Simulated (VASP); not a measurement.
# LiNbP2 (P-6m2) in VASP: further runs

The runs below take LiNbP2 through single point, relaxation of cell and atoms, with PBE.

Everything below comes from runs of VASP 6.6.1. Logs are shortened: lines on timing, memory, paths and dates and some standing lists are left out, and cuts for length are marked.

### Step 1. The cell of the first run

It takes space group P-6m2 (No. 187, hexagonal). Conventional cell: a = 3.625 Å, b = 3.625 Å, c = 5.428 Å, α = 90.00°, β = 90.00°, γ = 120.00°. Within 3.2 Å of Li (site symmetry -6m2) lie 6 P at 2.44 Å and 2 Nb at 2.71 Å. Nb (site symmetry -6m2) has 6 P at 2.55 Å and 2 Li at 2.71 Å within 3.4 Å. Within 3.2 Å of P (site symmetry 3m) lie 3 Li at 2.44 Å and 2 P at 2.51 to 2.91 Å and 3 Nb at 2.55 Å.

### Step 2. Single point, PBE

The input, INCAR:

```
PREC = Accurate
ENCUT = 520
EDIFF = 1E-7
ISMEAR = 0
SIGMA = 0.1
LREAL = False
LASPH = True
NELM = 100
ALGO = Normal
ISIF = 2
LWAVE = False
LCHARG = False
GGA = PE
NBANDS = 21
```

The input, KPOINTS:

```
Automatic mesh
0
Gamma
  6 6 4
```

The input, POSCAR:

```
LiNbP2
1.0
    3.6246532199     -0.0000000031      0.0000000000
   -1.8123266073      3.1390417699      0.0000000000
    0.0000000000      0.0000000000      5.4278782281
Li Nb P
1 1 2
Direct
    0.0000000000      0.0000000000      0.0000000000
    0.0000000000      0.0000000000      0.5000000000
    0.3333333333      0.6666666667      0.2316690363
    0.3333333333      0.6666666667      0.7683309637
```

Potentials or basis: VASP PAW PBE potentials, release 64 (Li_sv, Nb_sv, P).

On the command line:

```
$ cat potpaw_PBE.64/Li_sv/POTCAR potpaw_PBE.64/Nb_sv/POTCAR potpaw_PBE.64/P/POTCAR > POTCAR
$ mpirun -np 1 vasp_std > vasp.out
```

OUTCAR:

```text
PREC = Accurate
   ENCUT = 520
   EDIFF = 1E-7
   ISMEAR = 0
   LREAL = False
   LASPH = True
   NELM = 100
   ISIF = 2
   GGA = PE

 ion  position               nearest neighbor table
   1  0.000  0.000  0.000-   3 2.44   4 2.44   3 2.44   4 2.44   3 2.44   4 2.44   2 2.71   2 2.71

   2  0.000  0.000  0.500-   3 2.55   4 2.55   3 2.55   4 2.55   3 2.55   4 2.55   1 2.71   1 2.71

   3  0.333  0.667  0.232-   1 2.44   1 2.44   1 2.44   4 2.51   2 2.55   2 2.55   2 2.55   4 2.91

   4  0.333  0.667  0.768-   1 2.44   1 2.44   1 2.44   3 2.51   2 2.55   2 2.55   2 2.55   3 2.91

  LATTYP: Found a hexagonal cell.
 ALAT       =     3.6246532199
 C/A-ratio  =     1.4974889731

  Lattice vectors:

 A1 = (   3.6246532199,  -0.0000000031,   0.0000000000)
 A2 = (  -1.8123266073,   3.1390417699,   0.0000000000)
 A3 = (   0.0000000000,   0.0000000000,   5.4278782281)

Analysis of symmetry for initial positions (statically):
=====================================================================
 Subroutine PRICEL returns:
 Original cell was already a primitive cell.

 Routine SETGRP: Setting up the symmetry group for a
 hexagonal supercell.

 Subroutine GETGRP returns: Found 12 space group operations
 (whereof 12 operations were pure point group operations)
 out of a pool of 24 trial point group operations.

The static configuration has the point symmetry D_3h.

Analysis of symmetry for dynamics (positions and initial velocities):
=====================================================================
 Subroutine PRICEL returns:
 Original cell was already a primitive cell.

 Routine SETGRP: Setting up the symmetry group for a
 hexagonal supercell.

 Subroutine GETGRP returns: Found 12 space group operations
 (whereof 12 operations were pure point group operations)
 out of a pool of 24 trial point group operations.

The dynamic configuration has the point symmetry D_3h.

 Subroutine INISYM returns: Found 12 space group operations
 (whereof 12 operations are pure point group operations),
 and found     1 'primitive' translations

----------------------------------------------------------------------------------------

                                     Primitive cell

  volume of cell :      61.7581

  direct lattice vectors                    reciprocal lattice vectors
     3.624653220 -0.000000003  0.000000000     0.275888462  0.159284277  0.000000000
    -1.812326607  3.139041770  0.000000000     0.000000000  0.318568555  0.000000000
     0.000000000  0.000000000  5.427878228     0.000000000  0.000000000  0.184234052

  length of vectors
     3.624653220  3.624653220  5.427878228     0.318568555  0.318568555  0.184234052

  position of ions in fractional coordinates (direct lattice)
     0.000000000  0.000000000  0.000000000
     0.000000000  0.000000000  0.500000000
     0.333333333  0.666666667  0.231669036
     0.333333333  0.666666667  0.768330964

  ion indices of the primitive-cell ions
   primitive index   ion index
                 1           1
                 2           2
                 3           3
                 4           4

----------------------------------------------------------------------------------------

 KPOINTS: Automatic mesh

Automatic generation of k-mesh.
 Grid dimensions read from file:
 generate k-points for:    6    6    4

 Generating k-lattice:

  Cartesian coordinates                     Fractional coordinates (reciprocal lattice)
     0.045981410  0.026547380  0.000000000     0.166666667  0.000000000  0.000000000
     0.000000000  0.053094759  0.000000000     0.000000000  0.166666667  0.000000000
     0.000000000  0.000000000  0.046058513     0.000000000  0.000000000  0.250000000

  Length of vectors
     0.053094759  0.053094759  0.046058513

  Shift w.r.t. Gamma in fractional coordinates (k-lattice)
     0.000000000  0.000000000  0.000000000

 Subroutine IBZKPT returns following result:
 ===========================================

 Found     21 irreducible k-points:

 Following reciprocal coordinates:
            Coordinates               Weight
  0.000000  0.000000  0.000000      1.000000
  0.166667  0.000000  0.000000      6.000000
  0.333333  0.000000  0.000000      6.000000
  0.500000  0.000000  0.000000      3.000000
  0.166667  0.166667  0.000000      6.000000
  0.333333  0.166667  0.000000     12.000000
[... 13 lines left out ...]
  0.333333  0.166667  0.500000     12.000000
  0.333333  0.333333  0.500000      2.000000
   k-points           NKPTS =     21   k-points in BZ     NKDIM =     21   number of bands    NBANDS=     21
   number of dos      NEDOS =    301   number of ions     NIONS =      4
   total plane-waves  NPLWV =  31360
   dimension x,y,z NGX =    28 NGY =   28 NGZ =   40
   dimension x,y,z NGXF=    56 NGYF=   56 NGZF=   80
   ions per type =               1   1   2
   NGX,Y,Z   is equivalent  to a cutoff of  12.84, 12.84, 12.25 a.u.
   NGXF,Y,Z  is equivalent  to a cutoff of  25.68, 25.68, 24.50 a.u.
 SYSTEM =  unknown system
   PREC   = accura    normal or accurate (medium, high low for compatibility)
   ISTART =      0    job   : 0-new  1-cont  2-samecut
   ICHARG =      2    charge: 1-file 2-atom 10-const
   ISPIN  =      1    spin polarized calculation?
   LNONCOLLINEAR =      F non collinear calculations
   LSORBIT =      F    spin-orbit coupling
   LASPH  =      T    aspherical Exc in radial PAW
   ENCUT  =  520.0 eV  38.22 Ry    6.18 a.u.   6.74  6.74 10.09*2*pi/ulx,y,z
   NELM   =    100;   NELMIN=  2; NELMDL= -5     # of ELM steps
   EDIFF  = 0.1E-06   stopping-criterion for ELM
   LREAL  =      F    real-space projection
   EDIFFG = 0.1E-05   stopping-criterion for IOM
   NSW    =      0    number of steps for IOM
   IBRION =     -1    ionic relax: 0-MD 1-quasi-New 2-CG
   NFREE  =      0    steps in history (QN), initial steepest desc. (CG)
   ISIF   =      2    stress and relaxation
   ISYM   =      2    0-nonsym 1-usesym 2-fastsym
   POTIM  = 0.5000    time-step for ionic-motion
   TEBEG  =    0.0;   TEEND  =   0.0 temperature during run
   PSTRESS=    0.0 pullay stress
   NELECT =      26.0000    total number of electrons
   NUPDOWN=      -1.0000    fix difference up-down
   EMIN   =  10.00;   EMAX   =-10.00  energy-range for DOS
   EFERMI =   0.00;   METHOD = LEGACY
   ISMEAR =     0;   SIGMA  =   0.10  broadening in eV -4-tet -1-fermi 0-gaus
   EFERMI_NEDOS =   21; number of points for ismear=-14 and -15
   IALGO  =     38    algorithm
   IMIX   =      4    mixing-type and parameters
     AMIX     =   0.40;   BMIX     =  1.00
     AMIX_MAG =   1.60;   BMIX_MAG =  1.00
  volume/ion in A,a.u.               =      15.44       104.19
  Fermi-wavevector in a.u.,A,eV,Ry     =   1.226972  2.318641 20.483038  1.505461
  Thomas-Fermi vector in A             =   2.361953
   LORBIT       =      0    0 simple, 1 ext, 2 COOP (PROOUT), +10 PAW based schemes
   GGA     = PE    functional components
   LHFCALC =     F    Hartree Fock is set to
   AEXX    =    0.0000 exact exchange contribution
   IVDW    =     0    specifies the selected vdW correction
   LEPSILON=     F    determine dielectric tensor
   LRPA    =     F    only Hartree local field effects (RPA)
 non-spin polarized calculation
 Gauss-broadening in eV      SIGMA  =   0.10
  energy-cutoff  :      520.00
  volume of cell :       61.76
 maximum number of plane-waves:      1688
 NGX is ok and might be reduce to    28
   NGX = 13   NGY = 13   NGZ = 21

 number of electron      26.0000001 magnetization

 Free energy of the ion-electron system (eV)
  ---------------------------------------------------
  ext. energy  EPLUGINS =         0.00000000
  ---------------------------------------------------
  free energy    TOTEN  =       -25.61603870 eV

  energy without entropy =      -25.61109688  energy(sigma->0) =      -25.61356779

 E-fermi :   7.9926     XC(G=0): -10.7698

 val. band max:        7.9835732732   @ k =   0.3333   0.3333   0.2500
 cond. band min:       8.0589296458   @ k =   0.3333   0.1667   0.5000
 fundamental gap:      0.0753563725
 Fermi energy:         7.9926209542

 k-point     1 :       0.0000    0.0000    0.0000
  band No.  band energies     occupation
      1     -47.1182      2.00000
      2     -37.4886      2.00000
      3     -23.1822      2.00000
      4     -23.1822      2.00000
      5     -23.1763      2.00000
      6      -4.7899      2.00000
[... 13 lines left out ...]
     20      14.2423      0.00000
     21      14.2423      0.00000

 k-point     2 :       0.1667    0.0000    0.0000
  band No.  band energies     occupation
      1     -47.1152      2.00000
      2     -37.4879      2.00000
      3     -23.2257      2.00000
      4     -23.1922      2.00000
      5     -23.1684      2.00000
      6      -4.5287      2.00000
[... 13 lines left out ...]
     20      14.5192      0.00000
     21      15.4541      0.00000

 k-point     3 :       0.3333    0.0000    0.0000
  band No.  band energies     occupation
      1     -47.1092      2.00000
      2     -37.4866      2.00000
      3     -23.3116      2.00000
      4     -23.2120      2.00000
      5     -23.1526      2.00000
      6      -3.9336      2.00000
[... 13 lines left out ...]
     20      14.9437      0.00000
     21      15.3692      0.00000

 k-point     4 :       0.5000    0.0000    0.0000
  band No.  band energies     occupation
      1     -47.1062      2.00000
      2     -37.4859      2.00000
      3     -23.3539      2.00000
      4     -23.2219      2.00000
      5     -23.1446      2.00000
      6      -3.5802      2.00000
[... 13 lines left out ...]
     20      14.2527      0.00000
     21      15.4194      0.00000

 k-point     5 :       0.1667    0.1667    0.0000
  band No.  band energies     occupation
      1     -47.1107      2.00000
      2     -37.4869      2.00000
      3     -23.2824      2.00000
      4     -23.2151      2.00000
      5     -23.1565      2.00000
      6      -4.0959      2.00000
[... 13 lines left out ...]
     20      14.7618      0.00000
     21      15.1648      0.00000

 k-point     6 :       0.3333    0.1667    0.0000
  band No.  band energies     occupation
      1     -47.1062      2.00000
      2     -37.4860      2.00000
      3     -23.3330      2.00000
      4     -23.2433      2.00000
      5     -23.1446      2.00000
      6      -3.5926      2.00000
[... 13 lines left out ...]
     20      13.8671      0.00000
     21      15.6234      0.00000

 k-point     7 :       0.3333    0.3333    0.0000
  band No.  band energies     occupation
      1     -47.1047      2.00000
      2     -37.4857      2.00000
      3     -23.3169      2.00000
      4     -23.2860      2.00000
      5     -23.1407      2.00000
      6      -3.4147      2.00000
[... 13 lines left out ...]
     20      14.2072      0.00000
     21      16.8970      0.00000
[... 219 lines left out ...]
      1     -47.1091      2.00000
      2     -37.4871      2.00000
      3     -23.3114      2.00000
      4     -23.2120      2.00000
      5     -23.1504      2.00000
      6      -3.3058      2.00000
[... 13 lines left out ...]
     20      15.6241      0.00000
     21      16.5093      0.00000

 k-point    18 :       0.5000    0.0000    0.5000
  band No.  band energies     occupation
      1     -47.1061      2.00000
      2     -37.4865      2.00000
      3     -23.3537      2.00000
      4     -23.2219      2.00000
      5     -23.1424      2.00000
      6      -3.1514      2.00000
[... 13 lines left out ...]
     20      15.2083      0.00000
     21      16.3786      0.00000

 k-point    19 :       0.1667    0.1667    0.5000
  band No.  band energies     occupation
      1     -47.1106      2.00000
      2     -37.4874      2.00000
      3     -23.2823      2.00000
      4     -23.2150      2.00000
      5     -23.1544      2.00000
      6      -3.3748      2.00000
[... 13 lines left out ...]
     20      14.9998      0.00000
     21      15.9038      0.00000

 k-point    20 :       0.3333    0.1667    0.5000
  band No.  band energies     occupation
      1     -47.1061      2.00000
      2     -37.4864      2.00000
      3     -23.3328      2.00000
      4     -23.2432      2.00000
      5     -23.1424      2.00000
      6      -3.1424      2.00000
[... 13 lines left out ...]
     20      16.1957      0.00000
     21      16.1965      0.00000

 k-point    21 :       0.3333    0.3333    0.5000
  band No.  band energies     occupation
      1     -47.1046      2.00000
      2     -37.4860      2.00000
      3     -23.3166      2.00000
      4     -23.2859      2.00000
      5     -23.1384      2.00000
      6      -3.0445      2.00000
[... 13 lines left out ...]
     20      16.0339      0.00000
     21      16.3184      0.00000

------------------------ aborting loop because EDIFF is reached ----------------------------------------

  FORCE on cell =-STRESS in cart. coord.  units (eV):
  Direction    XX          YY          ZZ          XY          YZ          ZX
  --------------------------------------------------------------------------------------
  -------------------------------------------------------------------------------------
  Total        0.0274921      0.0274921     -0.0296106     -0.0000000      0.0000000      0.0000000
  in kB        0.7132222      0.7132222     -0.7681832     -0.0000000      0.0000000      0.0000000
  external PRESSURE =       0.2194204 kB  Pullay stress =       0.0000000 kB

 VOLUME and BASIS-vectors are now :
 -----------------------------------------------------------------------------
  energy-cutoff  :      520.00
  volume of cell :       61.76
      direct lattice vectors                 reciprocal lattice vectors
     3.624653220 -0.000000003  0.000000000     0.275888462  0.159284277  0.000000000
    -1.812326607  3.139041770  0.000000000     0.000000000  0.318568555  0.000000000
     0.000000000  0.000000000  5.427878228     0.000000000  0.000000000  0.184234052

 POSITION                                       TOTAL-FORCE (eV/Angst)
 -----------------------------------------------------------------------------------
      0.00000      0.00000      0.00000         0.000000     -0.000000     -0.000000
      0.00000      0.00000      2.71394         0.000000      0.000000     -0.000000
      0.00000      2.09269      1.25747        -0.000000     -0.000000      0.029902
      0.00000      2.09269      4.17041         0.000000     -0.000000     -0.029902
 -----------------------------------------------------------------------------------
    total drift:                                0.000000     -0.000000      0.000000

  FREE ENERGIE OF THE ION-ELECTRON SYSTEM (eV)
  ---------------------------------------------------
  free  energy   TOTEN  =       -25.6160386995 eV

  energy  without entropy=      -25.6110968841  energy(sigma->0) =      -25.61356779
```

Run time: 12 s. Hardware: 1 thread of Intel Xeon 6975P-C (Granite Rapids), shared host; peak memory 0.18 GiB.

What came out:

- Free energy: -25.6160 eV
- Largest force: 0.030 eV/Å
- Band gap on the k mesh: 0.08 eV, indirect (least direct gap 0.56 eV)

Forces on the atoms (eV/Å):
```
Li   0.000  0.000  0.000
Nb   0.000  0.000  0.000
P    0.000  0.000  0.030
P    0.000  0.000 -0.030
```

Levels at points of the mesh, in eV from the valence-band top:
```tsv
k point	band 9	band 10	band 11	band 12	band 13	band 14	band 15	band 16	band 17	band 18
(0.00, 0.00, 0.00)	-2.90	-2.90	-1.28	-1.28	-0.03	1.74	1.74	3.19	3.19	3.53
(0.50, 0.00, 0.00)	-5.19	-3.16	-2.50	-2.28	-1.00	1.63	2.06	2.24	2.83	4.75
(0.00, 0.00, 0.50)	-2.56	-2.56	-2.16	-1.97	-1.97	1.86	1.86	3.19	3.89	3.89
(0.50, 0.00, 0.50)	-4.68	-3.36	-2.90	-2.29	-0.91	0.90	2.07	2.22	2.81	3.51
```

Caveat: the cutoff is under 1.25 times the usual one of these potentials, so pressure, stress and relaxed cells hold a basis-set (Pulay) error.

### Step 3. Single point, PBE

This run uses another cell than the first one, of 16.22 Å³/atom, 1.051 times its volume.

The input, INCAR:

```
SYSTEM = LiNbP2
  PREC = Accurate
  ENCUT = 520
  EDIFF = 1E-6
  ISMEAR = 0
  SIGMA = 0.1
  LREAL = .False.
  LASPH = .True.
  NELM = 60
  ALGO = Normal
  ISIF = 2
  LWAVE = .False.
  LCHARG = .True.
  GGA = PE
  LELF = .True.
  LVHAR = .True.
  NBANDS = 21
```

The input, KPOINTS:

```
regular mesh
0
Gamma
  6 6 4
  0 0 0
```

The input, POSCAR:

```
LiNbP2
1.0
    3.3685601100      0.0000000000      0.0000000000
   -1.6842800500      2.9172586300      0.0000000000
    0.0000000000      0.0000000000      6.6023778100
Li Nb P
1 1 2
Direct
    0.0000000000      0.0000000000      0.0000000000
    0.0000000000      0.0000000000      0.5000000000
    0.3333333300      0.6666666700      0.2500000000
    0.3333333300      0.6666666700      0.7500000000
```

Potentials or basis: VASP PAW PBE potentials, release 64 (Li_sv, Nb_sv, P).

On the command line:

```
$ cat potpaw_PBE.64/Li_sv/POTCAR potpaw_PBE.64/Nb_sv/POTCAR potpaw_PBE.64/P/POTCAR > POTCAR
$ mpirun -np 1 vasp_std > vasp.out
```

It took 14 s on 1 thread of Intel Xeon 6975P-C (Granite Rapids), shared host; peak memory 0.19 GiB.

The run converged. Its results:

```yaml
Free_energy: -24.9962 eV
Largest_force: 0.895 eV/Å
Band_gap_on_the_k_mesh: zero (band 13 reaches 7.36 eV, above the bottom of band 14 at 6.89 eV)
```

Forces on the atoms (eV/Å):
```
Li   0.000  0.000  0.000
Nb   0.000  0.000  0.000
P    0.000  0.000  0.895
P    0.000  0.000 -0.895
```

Levels at points of the mesh, in eV from the Fermi level:
```csv
k point,band 11,band 12,band 13,band 14,band 15,band 16
"(0.00, 0.00, 0.00)",-0.17,-0.17,-0.17,0.22,3.47,3.47
"(0.50, 0.00, 0.00)",-1.75,-0.67,-0.12,-0.11,2.54,2.96
"(0.00, 0.00, 0.50)",-1.30,-0.27,-0.27,1.54,3.42,3.42
"(0.50, 0.00, 0.50)",-2.58,-1.92,0.36,0.42,3.07,3.59
```

Caveat: the cutoff is under 1.25 times the usual one of these potentials, so pressure, stress and relaxed cells hold a basis-set (Pulay) error.

(Continued in part 2 of 2.)
